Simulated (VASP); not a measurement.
# SiC (P6_3mc) in VASP: notebook, part 2 of 2

VASP 6.6.1. Earlier steps stand in the parts before.

**4. Single point, revPBE+D3(BJ)**

INCAR reads:

```
SYSTEM = SiC
ALGO = Normal
EDIFF = 1E-6
ENCUT = 520
GGA = RE
ISIF = 2
ISMEAR = -1
IVDW = 12
LASPH = .True.
LCHARG = .False.
LREAL = .False.
LWAVE = .False.
NBANDS = 16
NELM = 100
PREC = Accurate
SIGMA = 0.05
```

KPOINTS reads:

```
k-points
0
Gamma
  10 10 5
  0 0 0
```

POSCAR reads:

```
SiC
1.0
    3.1363290418      0.0000000000      0.0000000000
   -1.5681645209      2.7161406248      0.0000000000
    0.0000000000      0.0000000000      5.1470055276
Si C
2 2
Direct
    0.6666666667      0.3333333333      0.5000000000
    0.3333333333      0.6666666667      0.0000000000
    0.6666666667      0.3333333333      0.8850000000
    0.3333333333      0.6666666667      0.3850000000
```

Potentials or basis: VASP PAW PBE potentials, release 64 (Si, C).

Command:

```console
$ cat potpaw_PBE.64/Si/POTCAR potpaw_PBE.64/C/POTCAR > POTCAR
$ mpirun -np 1 vasp_std > vasp.out
```

OUTCAR:

```text
SYSTEM = SiC
   EDIFF = 1E-6
   ENCUT = 520
   GGA = RE
   ISIF = 2
   ISMEAR = -1
   IVDW = 12
   LASPH = .True.
   LREAL = .False.
   NELM = 100
   PREC = Accurate
 IVDW          = 12

 ion  position               nearest neighbor table
   1  0.667  0.333  0.500-   4 1.91   4 1.91   4 1.91   3 1.98   2 3.15   2 3.15   2 3.15   2 3.15
                             2 3.15   2 3.15
   2  0.333  0.667  0.000-   3 1.91   3 1.91   3 1.91   4 1.98   1 3.15   1 3.15   1 3.15   1 3.15
                             1 3.15   1 3.15
   3  0.667  0.333  0.885-   2 1.91   2 1.91   2 1.91   1 1.98
   4  0.333  0.667  0.385-   1 1.91   1 1.91   1 1.91   2 1.98

  LATTYP: Found a hexagonal cell.
 ALAT       =     3.1363290418
 C/A-ratio  =     1.6410923277

  Lattice vectors:

 A1 = (   3.1363290418,   0.0000000000,   0.0000000000)
 A2 = (  -1.5681645209,   2.7161406248,   0.0000000000)
 A3 = (   0.0000000000,   0.0000000000,   5.1470055276)

Analysis of symmetry for initial positions (statically):
=====================================================================
 Subroutine PRICEL returns:
 Original cell was already a primitive cell.

 Routine SETGRP: Setting up the symmetry group for a
 hexagonal supercell.

 Subroutine GETGRP returns: Found 12 space group operations
 (whereof  6 operations were pure point group operations)
 out of a pool of 24 trial point group operations.

The static configuration has the point symmetry C_3v.
 The point group associated with its full space group is C_6v.

Analysis of symmetry for dynamics (positions and initial velocities):
=====================================================================
 Subroutine PRICEL returns:
 Original cell was already a primitive cell.

 Routine SETGRP: Setting up the symmetry group for a
 hexagonal supercell.

 Subroutine GETGRP returns: Found 12 space group operations
 (whereof  6 operations were pure point group operations)
 out of a pool of 24 trial point group operations.

The dynamic configuration has the point symmetry C_3v.
[... 127 lines left out ...]
  Thomas-Fermi vector in A             =   2.306339
   LORBIT       =      0    0 simple, 1 ext, 2 COOP (PROOUT), +10 PAW based schemes
   GGA     = RE    functional components
   LHFCALC =     F    Hartree Fock is set to
   AEXX    =    0.0000 exact exchange contribution
   IVDW    =    12    specifies the selected vdW correction
   LEPSILON=     F    determine dielectric tensor
   LRPA    =     F    only Hartree local field effects (RPA)
 non-spin polarized calculation
  energy-cutoff  :      520.00
  volume of cell :       43.85
 maximum number of plane-waves:      1193
 NGX is ok and might be reduce to    24
   NGX = 11   NGY = 11   NGZ = 19

 number of electron      16.0000000 magnetization

 Free energy of the ion-electron system (eV)
  ---------------------------------------------------
  ext. energy  EPLUGINS =         0.00000000
  ---------------------------------------------------
  free energy    TOTEN  =       -28.82888460 eV

  energy without entropy =      -28.82888460  energy(sigma->0) =      -28.82888460

 E-fermi :   8.8159     XC(G=0): -11.0448

 val. band max:        7.8333899148   @ k =   0.0000   0.0000   0.0000
 cond. band min:      10.3479497731   @ k =   0.5000   0.0000   0.0000
 fundamental gap:      2.5145598583
 Fermi energy:         8.8158793370

 k-point     1 :       0.0000    0.0000    0.0000
  band No.  band energies     occupation
      1      -7.4527      2.00000
      2      -4.1803      2.00000
      3      -0.5122      2.00000
      4       6.3070      2.00000
      5       6.3070      2.00000
      6       7.5533      2.00000
[... 433 lines left out ...]
      3      -0.2326      2.00000
      4       1.1698      2.00000
      5       3.2514      2.00000
      6       4.0452      2.00000
[... 8 lines left out ...]
     15      18.7031      0.00000
     16      19.9677      0.00000

 [... further k-points ...]

------------------------ aborting loop because EDIFF is reached ----------------------------------------

 Edisp (eV)   -2.25615

 E8    (eV) :    -1.4774

  FORCE on cell =-STRESS in cart. coord.  units (eV):
  Direction    XX          YY          ZZ          XY          YZ          ZX
  --------------------------------------------------------------------------------------
  -------------------------------------------------------------------------------------
  Total      -3.75097    -3.75097    -4.47854     0.00000     0.00000    -0.00000
  in kB    -137.06475  -137.06475  -163.65086     0.00000     0.00000    -0.00000
  external pressure =     -145.93 kB  Pullay stress =        0.00 kB

 VOLUME and BASIS-vectors are now :
 -----------------------------------------------------------------------------
  energy-cutoff  :      520.00
  volume of cell :       43.85
      direct lattice vectors                 reciprocal lattice vectors
     3.136329042  0.000000000  0.000000000     0.318844097  0.184084725  0.000000000
    -1.568164521  2.716140625  0.000000000     0.000000000  0.368169450  0.000000000
     0.000000000  0.000000000  5.147005528     0.000000000  0.000000000  0.194287726

 POSITION                                       TOTAL-FORCE (eV/Angst)
 -----------------------------------------------------------------------------------
      1.56816      0.90538      2.57350        -0.000000      0.000000      0.674398
     -0.00000      1.81076      0.00000         0.000000     -0.000000      0.674398
      1.56816      0.90538      4.55510         0.000000      0.000000     -0.674398
     -0.00000      1.81076      1.98160        -0.000000     -0.000000     -0.674398
 -----------------------------------------------------------------------------------
    total drift:                               -0.000000      0.000000     -0.000318

  FREE ENERGIE OF THE ION-ELECTRON SYSTEM (eV)
  ---------------------------------------------------
  free  energy   TOTEN  =       -31.0850316577 eV

  energy  without entropy=      -31.0850316577  energy(sigma->0) =      -31.08503166
```

OSZICAR:

```text
N       E                     dE             d eps       ncg     rms          rms(c)
DAV:   1     0.274287896616E+02    0.27429E+02   -0.70328E+03  1344   0.885E+02
DAV:   2    -0.294277889127E+02   -0.56857E+02   -0.51745E+02  1968   0.155E+02
DAV:   3    -0.321235151744E+02   -0.26957E+01   -0.26829E+01  1776   0.308E+01
DAV:   4    -0.321444826204E+02   -0.20967E-01   -0.20964E-01  1640   0.337E+00
DAV:   5    -0.321446973335E+02   -0.21471E-03   -0.21470E-03  1800   0.321E-01    0.122E+01
DAV:   6    -0.288722779601E+02    0.32724E+01   -0.59494E+00  1712   0.148E+01    0.565E+00
DAV:   7    -0.288364011488E+02    0.35877E-01   -0.99765E-01  1912   0.576E+00    0.248E+00
DAV:   8    -0.288283291228E+02    0.80720E-02   -0.40358E-02  1480   0.133E+00    0.616E-01
DAV:   9    -0.288282821654E+02    0.46957E-04   -0.78910E-03  1744   0.603E-01    0.138E-01
DAV:  10    -0.288288368521E+02   -0.55469E-03   -0.12811E-03  1640   0.208E-01    0.601E-02
DAV:  11    -0.288288812849E+02   -0.44433E-04   -0.16190E-04  1568   0.873E-02    0.106E-02
DAV:  12    -0.288288834435E+02   -0.21586E-05   -0.10860E-05  1832   0.210E-02    0.375E-03
DAV:  13    -0.288288845128E+02   -0.10693E-05   -0.13693E-06  1552   0.759E-03    0.285E-03
DAV:  14    -0.288288846017E+02   -0.88938E-07   -0.51527E-08   888   0.168E-03
   1 F= -.31085032E+02 E0= -.31085032E+02  d E =-.194064E-10
```

It took 15 s on 1 thread of Intel Xeon Platinum 8488C (Sapphire Rapids), shared host; peak memory 0.18 GiB.

What came out:

* Free energy: -31.0850 eV
* Pressure: -14.6 GPa
* Largest force: 0.674 eV/Å
* Band gap on the k mesh: 2.51 eV (least direct gap 3.98 eV)
* Dispersion energy per atom: -0.564 eV

Forces in eV/Å, atoms in the order of the input:
```
Si   0.000  0.000  0.674
Si   0.000  0.000  0.674
C    0.000  0.000 -0.674
C    0.000  0.000 -0.674
```

Levels at points of the mesh, in eV from the valence-band top:
| k point | band 4 | band 5 | band 6 | band 7 | band 8 | band 9 | band 10 | band 11 | band 12 | band 13 |
| --- | --- | --- | --- | --- | --- | --- | --- | --- | --- | --- |
| (0.00, 0.00, 0.00) | -1.53 | -1.53 | -0.28 | -0.28 | 0.00 | 4.15 | 5.43 | 6.20 | 6.20 | 7.09 |
| (0.50, 0.00, 0.00) | -6.41 | -5.21 | -3.42 | -3.09 | -1.47 | 2.51 | 4.13 | 6.33 | 7.00 | 9.23 |

Caveat: the cell stands under tension; the PAW data sets were made with another functional, which shifts forces and pressure a little. A k mesh can miss the band edges.

**5. Overview**

```tsv
level	cell	gap on the mesh (eV)	pressure (GPa)	largest force (eV/Å)
PBEsol+D4	a = 3.136, b = 3.136, c = 5.147 Å, angles 90.0, 90.0, 120.0°, 4 atoms	2.37	-13.1	0.65
revPBE+D3(BJ)	a = 3.116, b = 3.116, c = 5.114 Å, angles 90.0, 90.0, 120.0°, 4 atoms	2.55	-11.3	0.70
revPBE+D3(BJ)	a = 3.136, b = 3.136, c = 5.147 Å, angles 90.0, 90.0, 120.0°, 4 atoms	2.51	-14.6	0.67
```

Alike in all rows: task single point; potentials or basis VASP PAW PBE potentials, release 64 (Si, C); no spin polarisation; k mesh 10 × 10 × 5; cutoff (eV) 520; smearing fermi-dirac 0.05 eV.

Caveats: the cell stands under tension; the PAW data sets were made with another functional, which shifts forces and pressure a little.

Total energies depend on the potentials used, so only differences within one code and one set of settings carry meaning.
